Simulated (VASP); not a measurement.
# AlGa2N3 (P-3m1) in VASP: notebook

The runs below take AlGa2N3 through relaxation of cell and atoms, single point, with PBE.

Program: VASP 6.6.1. These are calculated values, not measurements. Logs are shortened: lines on timing, memory, paths and dates and some standing lists are left out, and cuts for length are marked.

### 1 The cell of the first run

The structure is trigonal, space group P-3m1 (No. 164). The conventional cell has a = 2.972 Å, b = 2.972 Å, c = 7.285 Å, α = 90.00°, β = 90.00°, γ = 120.00°. Within 2.7 Å of Al (site symmetry -3m) lie 6 N at 2.06 Å. Ga (site symmetry 3m) has 6 N at 2.12 to 2.13 Å within 2.8 Å. Within 2.7 Å of N (site symmetry 3m) lie 3 Al at 2.06 Å and 3 Ga at 2.13 Å. Within 2.8 Å of N (site symmetry -3m) lie 6 Ga at 2.12 Å.

### 2 Relaxation of cell and atoms, PBE

The input, INCAR:

```
SYSTEM = AlGa2N3
PREC     = Accurate       ! precision mode
ENCUT    = 600            ! plane-wave cutoff, eV
EDIFF    = 1E-6           ! SCF threshold, eV
ISMEAR   = 0              ! smearing method
SIGMA    = 0.1            ! smearing width, eV
LREAL    = .False.        ! projectors in reciprocal space
LASPH    = .True.         ! aspherical terms in the spheres
NELM     = 80             ! most SCF steps
ALGO     = Normal         ! electronic algorithm
ISIF     = 3              ! what is computed and relaxed
LWAVE    = .False.        ! write WAVECAR
LCHARG   = .False.        ! write CHGCAR
GGA      = PE             ! functional
IBRION   = 2              ! ionic algorithm
NSW      = 90             ! ionic steps
EDIFFG   = -0.04          ! ionic threshold
```

The input, KPOINTS:

```
regular mesh
0
Gamma
  6 6 4
  0 0 0
```

The input, POSCAR:

```
AlGa2N3
1.0
    2.9717150732      0.0000000000      0.0000000000
   -1.4858575366      2.5735807462      0.0000000000
    0.0000000000      0.0000000000      7.2846909605
Al Ga N
1 2 3
Direct
    0.0000000000      0.0000000000      0.0000000000
    0.3333333333      0.6666666667      0.6699740141
    0.6666666667      0.3333333333      0.3300259859
    0.6666666667      0.3333333333      0.8425489412
    0.0000000000      0.0000000000      0.5000000000
    0.3333333333      0.6666666667      0.1574510588
```

Potentials or basis: VASP PAW PBE potentials, release 64 (Al, Ga_d, N).

On the command line:

```sh
$ cat potpaw_PBE.64/Al/POTCAR potpaw_PBE.64/Ga_d/POTCAR potpaw_PBE.64/N/POTCAR > POTCAR
$ mpirun -np 1 vasp_std > vasp.out
```

OUTCAR:

```text
SYSTEM = AlGa2N3
   PREC = Accurate
   ENCUT = 600
   EDIFF = 1E-6
   ISMEAR = 0
   LREAL = .False.
   LASPH = .True.
   NELM = 80
   ISIF = 3
   GGA = PE
   IBRION = 2
   NSW = 90
   EDIFFG = -0.04

 ion  position               nearest neighbor table
   1  0.000  0.000  0.000-   4 2.06   6 2.06   6 2.06   4 2.06   4 2.06   6 2.06   2 2.95   3 2.95
                             2 2.95   3 2.95   2 2.95   3 2.95
   2  0.333  0.667  0.670-   5 2.12   5 2.12   5 2.12   4 2.13   4 2.13   4 2.13   1 2.95   1 2.95
                             1 2.95
   3  0.667  0.333  0.330-   5 2.12   5 2.12   5 2.12   6 2.13   6 2.13   6 2.13   1 2.95   1 2.95
                             1 2.95
   4  0.667  0.333  0.843-   1 2.06   1 2.06   1 2.06   2 2.13   2 2.13   2 2.13
   5  0.000  0.000  0.500-   2 2.12   3 2.12   2 2.12   3 2.12   3 2.12   2 2.12
   6  0.333  0.667  0.157-   1 2.06   1 2.06   1 2.06   3 2.13   3 2.13   3 2.13

  LATTYP: Found a hexagonal cell.
 ALAT       =     2.9717150732
 C/A-ratio  =     2.4513423330

  Lattice vectors:

 A1 = (   2.9717150732,   0.0000000000,   0.0000000000)
 A2 = (  -1.4858575366,   2.5735807462,   0.0000000000)
 A3 = (   0.0000000000,   0.0000000000,   7.2846909605)

Analysis of symmetry for initial positions (statically):
=====================================================================
 Subroutine PRICEL returns:
 Original cell was already a primitive cell.

 Routine SETGRP: Setting up the symmetry group for a
 hexagonal supercell.

 Subroutine GETGRP returns: Found 12 space group operations
 (whereof 12 operations were pure point group operations)
 out of a pool of 24 trial point group operations.

The static configuration has the point symmetry D_3d.

Analysis of symmetry for dynamics (positions and initial velocities):
=====================================================================
 Subroutine PRICEL returns:
 Original cell was already a primitive cell.

 Routine SETGRP: Setting up the symmetry group for a
 hexagonal supercell.

 Subroutine GETGRP returns: Found 12 space group operations
 (whereof 12 operations were pure point group operations)
 out of a pool of 24 trial point group operations.
[... 170 lines left out ...]
 -----------------------------------------------------------------------------
  energy-cutoff  :      600.00
  volume of cell :       55.71
      direct lattice vectors                 reciprocal lattice vectors
     2.971715073  0.000000000  0.000000000     0.336506016  0.194281839  0.000000000
    -1.485857537  2.573580746  0.000000000     0.000000000  0.388563678  0.000000000
     0.000000000  0.000000000  7.284690960     0.000000000  0.000000000  0.137274183

 POSITION                                       TOTAL-FORCE (eV/Angst)
 -----------------------------------------------------------------------------------
      0.00000      0.00000      0.00000         0.000000      0.000000      0.000000
     -0.00000      1.71572      4.88055         0.000000      0.000000      0.004469
      1.48586      0.85786      2.40414         0.000000      0.000000     -0.004469
      1.48586      0.85786      6.13771        -0.000000     -0.000000      0.046156
      0.00000      0.00000      3.64235         0.000000      0.000000      0.000000
     -0.00000      1.71572      1.14698        -0.000000      0.000000     -0.046156
 -----------------------------------------------------------------------------------
    total drift:                                0.000000     -0.000000      0.000000

  FREE ENERGIE OF THE ION-ELECTRON SYSTEM (eV)
  ---------------------------------------------------
  free  energy   TOTEN  =       -36.8188055769 eV

  energy  without entropy=      -36.8188055769  energy(sigma->0) =      -36.81880558

--------------------------------------- Ionic step        2  -------------------------------------------

 number of electron      44.0000023 magnetization

 Free energy of the ion-electron system (eV)
  ---------------------------------------------------
  ext. energy  EPLUGINS =         0.00000000
  ---------------------------------------------------
  free energy    TOTEN  =       -36.81894051 eV

  energy without entropy =      -36.81894051  energy(sigma->0) =      -36.81894051

 E-fermi :   8.5754     XC(G=0): -12.6862

 val. band max:        8.1397638661   @ k =   0.1667   0.1667   0.0000
 cond. band min:       9.5903598259   @ k =   0.5000   0.0000   0.0000
 fundamental gap:      1.4505959598
 Fermi energy:         8.5754444634

 k-point     1 :       0.0000    0.0000    0.0000
  band No.  band energies     occupation
      1      -8.9226      2.00000
      2      -7.0369      2.00000
      3      -6.9653      2.00000
      4      -5.8755      2.00000
      5      -5.8755      2.00000
      6      -5.8379      2.00000
[... 685 lines left out ...]
     25      15.8006      0.00000
     26      16.0379      0.00000

------------------------ aborting loop because EDIFF is reached ----------------------------------------

  FORCE on cell =-STRESS in cart. coord.  units (eV):
  Direction    XX          YY          ZZ          XY          YZ          ZX
  --------------------------------------------------------------------------------------
  -------------------------------------------------------------------------------------
  Total       -0.0959002     -0.0959002     -0.0915872     -0.0000000      0.0000000      0.0000000
  in kB       -2.7505910     -2.7505910     -2.6268855     -0.0000000      0.0000000      0.0000000
  external PRESSURE =      -2.7093558 kB  Pullay stress =       0.0000000 kB

 VOLUME and BASIS-vectors are now :
 -----------------------------------------------------------------------------
  energy-cutoff  :      600.00
  volume of cell :       55.86
      direct lattice vectors                 reciprocal lattice vectors
     2.974301368  0.000000000  0.000000000     0.336213408  0.194112902 -0.000000000
    -1.487150684  2.575820543 -0.000000000     0.000000000  0.388225804 -0.000000000
     0.000000000  0.000000000  7.291277364     0.000000000  0.000000000  0.137150180

 POSITION                                       TOTAL-FORCE (eV/Angst)
 -----------------------------------------------------------------------------------
      0.00000      0.00000      0.00000         0.000000     -0.000000      0.000000
     -0.00000      1.71721      4.88518         0.000000      0.000000      0.017364
      1.48715      0.85861      2.40610         0.000000     -0.000000     -0.017364
      1.48715      0.85861      6.14549        -0.000000     -0.000000     -0.001832
      0.00000      0.00000      3.64564         0.000000     -0.000000      0.000000
     -0.00000      1.71721      1.14579        -0.000000      0.000000      0.001832
 -----------------------------------------------------------------------------------
    total drift:                                0.000000     -0.000000      0.000000

  FREE ENERGIE OF THE ION-ELECTRON SYSTEM (eV)
  ---------------------------------------------------
  free  energy   TOTEN  =       -36.8189405072 eV

  energy  without entropy=      -36.8189405072  energy(sigma->0) =      -36.81894051

 reached required accuracy - stopping structural energy minimisation
```

OSZICAR:

```text
N       E                     dE             d eps       ncg     rms          rms(c)
DAV:   1     0.407400854739E+03    0.40740E+03   -0.23398E+04  1312   0.316E+03
DAV:   2     0.175969983043E+02   -0.38980E+03   -0.38073E+03  1376   0.619E+02
DAV:   3    -0.393516253338E+02   -0.56949E+02   -0.55252E+02  1470   0.184E+02
DAV:   4    -0.423085281732E+02   -0.29569E+01   -0.29474E+01  1786   0.429E+01
[... 14 lines left out ...]
DAV:   3    -0.368189722685E+02    0.43519E-03   -0.12699E-03  1980   0.706E-01    0.300E-02
DAV:   4    -0.368189599251E+02    0.12343E-04   -0.20790E-04  1372   0.119E-01    0.198E-02
DAV:   5    -0.368189444545E+02    0.15471E-04   -0.19913E-05  1950   0.393E-02    0.804E-03
DAV:   6    -0.368189407907E+02    0.36637E-05   -0.40469E-06  1100   0.231E-02    0.303E-03
DAV:   7    -0.368189405072E+02    0.28357E-06   -0.55026E-07   720   0.843E-03
   2 F= -.36818941E+02 E0= -.36818941E+02  d E =-.134930E-03
```

CONTCAR:

```text
AlGa2N3
   1.00000000000000
     2.9743013675308569    0.0000000000000000    0.0000000000000000
    -1.4871506837654285    2.5758205427921852   -0.0000000000000000
     0.0000000000000000    0.0000000000000000    7.2912773635488479
  Al              Ga              N
     1     2     3
Direct
     0.0000000000000000    0.0000000000000000    0.0000000000000000
     0.3333333332999970    0.6666666667000030    0.6700036132056755
     0.6666666667000030    0.3333333332999970    0.3299963867943245
     0.6666666667000030    0.3333333332999970    0.8428546052028526
     0.0000000000000000    0.0000000000000000    0.5000000000000000
     0.3333333332999970    0.6666666667000030    0.1571453947971474

  0.00000000E+00  0.00000000E+00  0.00000000E+00
  0.00000000E+00  0.00000000E+00  0.00000000E+00
  0.00000000E+00  0.00000000E+00  0.00000000E+00
  0.00000000E+00  0.00000000E+00  0.00000000E+00
  0.00000000E+00  0.00000000E+00  0.00000000E+00
  0.00000000E+00  0.00000000E+00  0.00000000E+00
```

Run time: 39 s. Hardware: 1 thread of AMD EPYC 9R45 (Zen 5), shared host; peak memory 0.17 GiB.

Results:

| Item | Value |
| --- | --- |
| Free energy | -36.8189 eV |
| Relaxed volume | 9.31 Å³/atom |
| Relaxed cell | a = 2.974 Å, b = 2.974 Å, c = 7.291 Å, α = 90.00°, β = 90.00°, γ = 120.00° |
| Space group after relaxing (to 0.1 Å) | P-3m1 (No. 164) |
| Energy gained by relaxing | 0.0 meV/atom |
| Ionic steps | 2 |
| Pressure after relaxing | -0.3 GPa |
| Largest force after relaxing | 0.017 eV/Å |
| Band gap on the k mesh | 1.45 eV (least direct gap 2.40 eV) |

Forces in eV/Å, atoms in the order of the input:
```
Al   0.000  0.000  0.000
Ga   0.000  0.000  0.017
Ga   0.000  0.000 -0.017
N    0.000  0.000 -0.002
N    0.000  0.000  0.000
N    0.000  0.000  0.002
```

Step by step:
| step | energy change (eV) | largest force (eV/Å) | pressure (GPa) | volume (Å³) |
| --- | --- | --- | --- | --- |
| 1 | 0.0000 | 0.0462 | 0.32 | 55.71 |
| 2 | -0.0001 | 0.0174 | -0.27 | 55.86 |

Final structure:
```
Al Ga N
1.0
     2.97430    0.00000    0.00000
    -1.48715    2.57582    0.00000
     0.00000    0.00000    7.29128
Al Ga N
1 2 3
Cartesian
  0.0000 0.0000 0.0000
  0.0000 1.7172 4.8852
  1.4872 0.8586 2.4061
  1.4872 0.8586 6.1455
  0.0000 0.0000 3.6456
  0.0000 1.7172 1.1458
```

(Continued in part 2 of 2.)

The gap in the log of VASP goes by the Fermi energy; the results here count the filled bands.